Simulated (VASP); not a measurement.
Runs of VASP 6.6.1 on TiO2. It takes space group I4_1/amd (No. 141, tetragonal). The conventional cell has a = 3.784 Å, b = 3.784 Å, c = 9.515 Å, α = 90.00°, β = 90.00°, γ = 90.00°. Ti (site symmetry -4m2) has 6 O at 1.93 to 1.98 Å within 2.6 Å. Within 2.6 Å of O (site symmetry 2mm) lie 3 Ti at 1.93 to 1.98 Å and 2 O at 2.47 Å. 

```csv
level,gap on the mesh (eV),pressure (GPa),largest force (eV/Å)
revPBE,2.13,9.0,0.17
PBEsol,(b),-0.5,0.01
RPBE,2.14,(a),0.19
BLYP,2.09,11.1,0.22
```

Alike in all rows: task single point; potentials or basis VASP PAW PBE potentials, release 64 (Ti_sv, O); no spin polarisation; cell as given; k mesh 9 × 9 × 9; cutoff (eV) 600; smearing gaussian 0.01 eV.

Question: Estimate the missing entries.

Answer: (a) 10.2; (b) 2.05.

Caveats: the PAW data sets were made with another functional, which shifts forces and pressure a little; an odd mesh through Γ misses points on the zone boundary, where band edges can lie; the cell stands under pressure (at least some runs).
